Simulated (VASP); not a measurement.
# Ir (P6_3/mmc) in VASP: notebook, part 2 of 2

VASP 6.6.1. The steps go on from the part before.

## (4) Single point, r2SCAN+D3(BJ)

The input, POSCAR:

```
Ir
1.0
    2.7422067400      0.0000000000      0.0000000000
   -1.3711033700      2.3748204567      0.0000000000
    0.0000000000      0.0000000000      4.4921880068
Ir
2
Direct
    0.6666666667      0.3333333333      0.7500000000
    0.3333333333      0.6666666667      0.2500000000
```

The input, INCAR.step1:

```
SYSTEM = Ir
ALGO = Normal
EDIFF = 1E-4
ENCUT = 520
GGA = PE
ISMEAR = -1
LASPH = .True.
LCHARG = .False.
LREAL = .False.
LWAVE = .True.
NBANDS = 16
NELM = 80
PREC = Accurate
SIGMA = 0.1
```

The input, INCAR.step2:

```
SYSTEM = Ir
ALGO = Normal
EDIFF = 1E-6
ENCUT = 520
ISIF = 2
ISMEAR = -1
ISTART = 1
IVDW = 12
LASPH = .True.
LCHARG = .False.
LMIXTAU = .True.
LREAL = .False.
LWAVE = .False.
METAGGA = R2SCAN
NBANDS = 16
NELM = 80
PREC = Accurate
SIGMA = 0.1
VDW_A1 = 0.49484001
VDW_A2 = 5.73083694
VDW_S6 = 1.0
VDW_S8 = 0.78981345
```

The input, KPOINTS:

```
k-points
0
Gamma
  14 14 8
  0 0 0
```

Potentials or basis: VASP PAW PBE potentials, release 64 (Ir).

Started as:

```sh
cat potpaw_PBE.64/Ir/POTCAR > POTCAR
cp INCAR.step1 INCAR
mpirun -np 1 vasp_std > vasp.out
cp INCAR.step2 INCAR
mpirun -np 1 vasp_std > vasp.out
```

OUTCAR:

```text
SYSTEM = Ir
   EDIFF = 1E-6
   ENCUT = 520
   ISIF = 2
   ISMEAR = -1
   ISTART = 1
   IVDW = 12
   LASPH = .True.
   LREAL = .False.
   METAGGA = R2SCAN
   NELM = 80
   PREC = Accurate
 IVDW          = 12

 ion  position               nearest neighbor table
   1  0.667  0.333  0.750-   2 2.75   2 2.75   2 2.75   2 2.75   2 2.75   2 2.75
   2  0.333  0.667  0.250-   1 2.75   1 2.75   1 2.75   1 2.75   1 2.75   1 2.75

  LATTYP: Found a hexagonal cell.
 ALAT       =     2.7422067400
 C/A-ratio  =     1.6381653291

  Lattice vectors:

 A1 = (   2.7422067400,   0.0000000000,   0.0000000000)
 A2 = (  -1.3711033700,   2.3748204567,   0.0000000000)
 A3 = (   0.0000000000,   0.0000000000,   4.4921880068)

Analysis of symmetry for initial positions (statically):
=====================================================================
 Subroutine PRICEL returns:
 Original cell was already a primitive cell.

 Routine SETGRP: Setting up the symmetry group for a
 hexagonal supercell.

 Subroutine GETGRP returns: Found 24 space group operations
 (whereof 12 operations were pure point group operations)
 out of a pool of 24 trial point group operations.

The static configuration has the point symmetry D_3d.
 The point group associated with its full space group is D_6h.

Analysis of symmetry for dynamics (positions and initial velocities):
=====================================================================
 Subroutine PRICEL returns:
 Original cell was already a primitive cell.

 Routine SETGRP: Setting up the symmetry group for a
 hexagonal supercell.

 Subroutine GETGRP returns: Found 24 space group operations
 (whereof 12 operations were pure point group operations)
 out of a pool of 24 trial point group operations.

The dynamic configuration has the point symmetry D_3d.
 The point group associated with its full space group is D_6h.

 Subroutine INISYM returns: Found 24 space group operations
 (whereof 12 operations are pure point group operations),
 and found     1 'primitive' translations
[... 112 lines left out ...]
   IALGO  =     38    algorithm
   IMIX   =      4    mixing-type and parameters
     AMIX     =   0.40;   BMIX     =  1.00
     AMIX_MAG =   1.60;   BMIX_MAG =  1.00
  volume/ion in A,a.u.               =      14.63        98.71
  Fermi-wavevector in a.u.,A,eV,Ry     =   1.392417  2.631287 26.379323  1.938826
  Thomas-Fermi vector in A             =   2.516162
   LORBIT       =      0    0 simple, 1 ext, 2 COOP (PROOUT), +10 PAW based schemes
   METAGGA = R2SCAN    functional components
   LHFCALC =     F    Hartree Fock is set to
   AEXX    =    0.0000 exact exchange contribution
   IVDW    =    12    specifies the selected vdW correction
   LEPSILON=     F    determine dielectric tensor
   LRPA    =     F    only Hartree local field effects (RPA)
 non-spin polarized calculation
  energy-cutoff  :      520.00
  volume of cell :       29.25
 maximum number of plane-waves:       803
   NGX = 11   NGY = 11   NGZ = 17

 number of electron      18.0000001 magnetization

 Free energy of the ion-electron system (eV)
  ---------------------------------------------------
  ext. energy  EPLUGINS =         0.00000000
  ---------------------------------------------------
  free energy    TOTEN  =      -104.57683632 eV

  energy without entropy =     -104.49625912  energy(sigma->0) =     -104.53654772

 E-fermi :   9.7104     XC(G=0): -15.1048

 val. band max:        9.7043640651   @ k =   0.3571   0.0714   0.2500
 cond. band min:       9.7106238086   @ k =   0.3571   0.0000   0.3750
 fundamental gap:      0.0062597435
 Fermi energy:         9.7103956695

 k-point     1 :       0.0000    0.0000    0.0000
  band No.  band energies     occupation
      1      -1.5607      2.00000
      2       1.5429      2.00000
      3       5.7348      2.00000
      4       5.9410      2.00000
      5       5.9410      2.00000
      6       6.5607      2.00000
[... 433 lines left out ...]
      3       3.8753      2.00000
      4       4.7611      2.00000
      5       5.4088      2.00000
      6       5.6383      2.00000
[... 8 lines left out ...]
     15      23.4316      0.00000
     16      23.4970      0.00000

 [... further k-points ...]

------------------------ aborting loop because EDIFF is reached ----------------------------------------

 Edisp (eV)   -0.66881

 E8    (eV) :    -0.2484

  FORCE on cell =-STRESS in cart. coord.  units (eV):
  Direction    XX          YY          ZZ          XY          YZ          ZX
  --------------------------------------------------------------------------------------
  -------------------------------------------------------------------------------------
  Total      -1.58877    -1.58877    -2.29675    -0.00000    -0.00000     0.00000
  in kB     -87.01293   -87.01291  -125.78680    -0.00000    -0.00000     0.00000
  external pressure =      -99.94 kB  Pullay stress =        0.00 kB

 VOLUME and BASIS-vectors are now :
 -----------------------------------------------------------------------------
  energy-cutoff  :      520.00
  volume of cell :       29.25
      direct lattice vectors                 reciprocal lattice vectors
     2.742206740  0.000000000  0.000000000     0.364669806  0.210542232  0.000000000
    -1.371103370  2.374820457  0.000000000     0.000000000  0.421084464  0.000000000
     0.000000000  0.000000000  4.492188007     0.000000000  0.000000000  0.222608671

 POSITION                                       TOTAL-FORCE (eV/Angst)
 -----------------------------------------------------------------------------------
      1.37110      0.79161      3.36914         0.000000      0.000000      0.000000
     -0.00000      1.58321      1.12305        -0.000000     -0.000000      0.000000
 -----------------------------------------------------------------------------------
    total drift:                               -0.000000      0.000000     -0.000000

  FREE ENERGIE OF THE ION-ELECTRON SYSTEM (eV)
  ---------------------------------------------------
  free  energy   TOTEN  =      -105.2456438094 eV

  energy  without entropy=     -105.1650666032  energy(sigma->0) =     -105.20535521
```

OSZICAR.step1:

```text
N       E                     dE             d eps       ncg     rms          rms(c)
DAV:   1     0.139200551181E+03    0.13920E+03   -0.83507E+03  3840   0.112E+03
DAV:   2    -0.149683119918E+02   -0.15417E+03   -0.13868E+03  3848   0.305E+02
DAV:   3    -0.186542762447E+02   -0.36860E+01   -0.36348E+01  5344   0.557E+01
DAV:   4    -0.186945410485E+02   -0.40265E-01   -0.40257E-01  4320   0.494E+00
DAV:   5    -0.186956722955E+02   -0.11312E-02   -0.11312E-02  5360   0.867E-01    0.202E+01
DAV:   6    -0.177615184751E+02    0.93415E+00   -0.12014E+00  4784   0.142E+01    0.828E+00
DAV:   7    -0.175973178638E+02    0.16420E+00   -0.36546E-01  5184   0.738E+00    0.214E+00
DAV:   8    -0.175898439042E+02    0.74740E-02   -0.56435E-03  4416   0.669E-01    0.117E+00
DAV:   9    -0.175856259357E+02    0.42180E-02   -0.47738E-03  4920   0.864E-01    0.190E-02
DAV:  10    -0.175856341661E+02   -0.82303E-05   -0.24302E-05  3192   0.474E-02
   1 F= -.17585634E+02 E0= -.17544015E+02  d E =-.832392E-01
```

Wall time 4.4 min (1 thread of Intel Xeon 8259CL, shared host); peak memory 0.19 GiB.

Results:

- Free energy: -105.2456 eV
- Pressure: -10.0 GPa
- Band gap on the k mesh: zero (bands 9 and 10 overlap by 3.32 eV)
- Dispersion energy per atom: -0.334 eV

Stress tensor (GPa, compression positive):
```
 -8.70   0.00   0.00
  0.00  -8.70   0.00
  0.00   0.00 -12.58
```

Caveat: three body term missing; the cell stands under tension; the PAW data sets were made with another functional, which shifts forces and pressure a little; spin-orbit coupling is left out, which moves the levels of the heavy elements.

## (5) Single point, r2SCAN+D3(BJ)

The input, POSCAR:

```
Ir
1.0
    2.7513780000      0.0000000000      0.0000000000
   -1.3756890000      2.3827630000      0.0000000000
    0.0000000000      0.0000000000      4.4622900000
Ir
2
Direct
    0.6666666667      0.3333333333      0.7500000000
    0.3333333333      0.6666666667      0.2500000000
```

The input, INCAR.step1:

```
  ALGO = Normal
  EDIFF = 1E-4
  ENCUT = 520
  GGA = PE
  ISMEAR = -1
  LASPH = T
  LCHARG = F
  LREAL = F
  LWAVE = T
  NBANDS = 16
  NELM = 80
  PREC = Accurate
  SIGMA = 0.1
```

The input, INCAR.step2:

```
  ALGO = Normal
  EDIFF = 1E-6
  ENCUT = 520
  ISIF = 2
  ISMEAR = -1
  ISTART = 1
  IVDW = 12
  LASPH = T
  LCHARG = F
  LMIXTAU = T
  LREAL = F
  LWAVE = F
  METAGGA = R2SCAN
  NBANDS = 16
  NELM = 80
  PREC = Accurate
  SIGMA = 0.1
  VDW_A1 = 0.49484001
  VDW_A2 = 5.73083694
  VDW_S6 = 1.0
  VDW_S8 = 0.78981345
```

The input, KPOINTS:

```
k-points
0
Gamma
  14 14 8
```

Potentials or basis: VASP PAW PBE potentials, release 64 (Ir).

Started as:

```sh
cat potpaw_PBE.64/Ir/POTCAR > POTCAR
cp INCAR.step1 INCAR
mpirun -np 1 vasp_std > vasp.out
cp INCAR.step2 INCAR
mpirun -np 1 vasp_std > vasp.out
```

OUTCAR:

```text
EDIFF = 1E-6
   ENCUT = 520
   ISIF = 2
   ISMEAR = -1
   ISTART = 1
   IVDW = 12
   LASPH = T
   LREAL = F
   METAGGA = R2SCAN
   NELM = 80
   PREC = Accurate
 IVDW          = 12

 ion  position               nearest neighbor table
   1  0.667  0.333  0.750-   2 2.74   2 2.74   2 2.74   2 2.74   2 2.74   2 2.74
   2  0.333  0.667  0.250-   1 2.74   1 2.74   1 2.74   1 2.74   1 2.74   1 2.74

  LATTYP: Found a hexagonal cell.
 ALAT       =     2.7513780000
[... 647 lines left out ...]

------------------------ aborting loop because EDIFF is reached ----------------------------------------

 Edisp (eV)   -0.66881

 E8    (eV) :    -0.2484

  FORCE on cell =-STRESS in cart. coord.  units (eV):
  Direction    XX          YY          ZZ          XY          YZ          ZX
  --------------------------------------------------------------------------------------
  -------------------------------------------------------------------------------------
  Total      -1.78616    -1.78616    -1.89966     0.00000     0.00000     0.00000
  in kB     -97.82324   -97.82322  -104.03925     0.00000     0.00000     0.00000
  external pressure =      -99.90 kB  Pullay stress =        0.00 kB

 VOLUME and BASIS-vectors are now :
 -----------------------------------------------------------------------------
  energy-cutoff  :      520.00
  volume of cell :       29.25
      direct lattice vectors                 reciprocal lattice vectors
     2.751378000  0.000000000  0.000000000     0.363454240  0.209840425  0.000000000
    -1.375689000  2.382763000  0.000000000     0.000000000  0.419680850  0.000000000
     0.000000000  0.000000000  4.462290000     0.000000000  0.000000000  0.224100182

 POSITION                                       TOTAL-FORCE (eV/Angst)
 -----------------------------------------------------------------------------------
      1.37569      0.79425      3.34672         0.000000      0.000000      0.000000
     -0.00000      1.58851      1.11557        -0.000000      0.000000      0.000000
 -----------------------------------------------------------------------------------
    total drift:                               -0.000000      0.000000     -0.000000

  FREE ENERGIE OF THE ION-ELECTRON SYSTEM (eV)
  ---------------------------------------------------
  free  energy   TOTEN  =      -105.2483857518 eV

  energy  without entropy=     -105.1675139552  energy(sigma->0) =     -105.20794985
```

Run time: 4.6 min. Hardware: 1 thread of Intel Xeon 8259CL, shared host; peak memory 0.19 GiB.

Results:

```
Free energy                : -105.2484 eV
Pressure                   : -10.0 GPa
Band gap on the k mesh     : zero (bands 9 and 10 overlap by 3.27 eV)
Dispersion energy per atom : -0.334 eV
```

Stress tensor (GPa, compression positive):
```
 -9.78   0.00   0.00
  0.00  -9.78   0.00
  0.00   0.00 -10.40
```

Caveat: three body term missing; the cell stands under tension; the PAW data sets were made with another functional, which shifts forces and pressure a little; spin-orbit coupling is left out, which moves the levels of the heavy elements.

## (6) Single point, r2SCAN+D3(BJ)

This run uses another cell than the first one, of the same volume but with other edges.

The input, POSCAR:

```
Ir
1.0
    2.7605492600      0.0000000000      0.0000000000
   -1.3802746300      2.3907055433      0.0000000000
    0.0000000000      0.0000000000      4.4326894847
Ir
2
Direct
    0.6666666667      0.3333333333      0.7500000000
    0.3333333333      0.6666666667      0.2500000000
```

The input, INCAR.step1:

```
SYSTEM = Ir
  ALGO = Normal
  EDIFF = 1E-4
  ENCUT = 520
  GGA = PE
  ISMEAR = -1
  LASPH = .True.
  LCHARG = .False.
  LREAL = .False.
  LWAVE = .True.
  NBANDS = 16
  NELM = 100
  PREC = Accurate
  SIGMA = 0.1
```

The input, INCAR.step2:

```
SYSTEM = Ir
  ALGO = Normal
  EDIFF = 1E-6
  ENCUT = 520
  ISIF = 2
  ISMEAR = -1
  ISTART = 1
  IVDW = 12
  LASPH = .True.
  LCHARG = .False.
  LMIXTAU = .True.
  LREAL = .False.
  LWAVE = .False.
  METAGGA = R2SCAN
  NBANDS = 16
  NELM = 100
  PREC = Accurate
  SIGMA = 0.1
  VDW_A1 = 0.49484001
  VDW_A2 = 5.73083694
  VDW_S6 = 1.0
  VDW_S8 = 0.78981345
```

The input, KPOINTS:

```
k-points
0
Gamma
  14 14 8
  0 0 0
```

Potentials or basis: VASP PAW PBE potentials, release 64 (Ir).

Started as:

```sh
cat potpaw_PBE.64/Ir/POTCAR > POTCAR
cp INCAR.step1 INCAR
mpirun -np 1 vasp_std > vasp.out
cp INCAR.step2 INCAR
mpirun -np 1 vasp_std > vasp.out
```

It took 5 min on 1 thread of Intel Xeon 8259CL, shared host; peak memory 0.21 GiB.

Results (log left out):

```
Free energy                : -105.2472 eV
Pressure                   : -9.9 GPa
Band gap on the k mesh     : zero (bands 9 and 10 overlap by 3.30 eV)
Dispersion energy per atom : -0.334 eV
```

Stress tensor (GPa, compression positive):
```
-10.77   0.00   0.00
  0.00 -10.77   0.00
  0.00   0.00  -8.15
```

Levels at points of the mesh, in eV from the Fermi level:
```csv
k point,band 7,band 8,band 9,band 10,band 11,band 12
"(0.00, 0.00, 0.00)",-3.14,-2.46,-2.46,-0.60,0.26,0.26
"(0.50, 0.00, 0.00)",-2.91,0.62,0.98,1.05,2.94,4.41
"(0.00, 0.00, 0.50)",-3.96,-3.96,-0.48,-0.48,-0.48,-0.48
"(0.50, 0.00, 0.50)",-0.93,-0.93,0.88,0.88,2.06,2.06
```

Caveat: three body term missing; the cell stands under tension; the PAW data sets were made with another functional, which shifts forces and pressure a little; spin-orbit coupling is left out, which moves the levels of the heavy elements.

## (7) Summary

| cell | gap on the mesh (eV) | pressure (GPa) |
| --- | --- | --- |
| a = 2.724, b = 2.724, c = 4.553 Å, angles 90.0, 90.0, 120.0°, 2 atoms | none | -9.7 |
| a = 2.733, b = 2.733, c = 4.522 Å, angles 90.0, 90.0, 120.0°, 2 atoms | none | -9.9 |
| a = 2.742, b = 2.742, c = 4.492 Å, angles 90.0, 90.0, 120.0°, 2 atoms | none | -10.0 |
| a = 2.751, b = 2.751, c = 4.462 Å, angles 90.0, 90.0, 120.0°, 2 atoms | none | -10.0 |
| a = 2.761, b = 2.761, c = 4.433 Å, angles 90.0, 90.0, 120.0°, 2 atoms | none | -9.9 |

Alike in all rows: task single point; level r2SCAN+D3(BJ); potentials or basis VASP PAW PBE potentials, release 64 (Ir); no spin polarisation; k mesh 14 × 14 × 8; cutoff (eV) 520; smearing fermi-dirac 0.1 eV.

Caveats: three body term missing; the PAW data sets were made with another functional, which shifts forces and pressure a little; spin-orbit coupling is left out, which moves the levels of the heavy elements; the cell stands under tension (at least some runs); the stress differs along the axes, from -17 to -6 GPa (at least some runs); the stress differs along the axes, from -15 to -8 GPa (at least some runs).

Total energies depend on the potentials used, so only differences within one code and one set of settings carry meaning.

The gap in the log of VASP goes by the Fermi energy; the results here count the filled bands.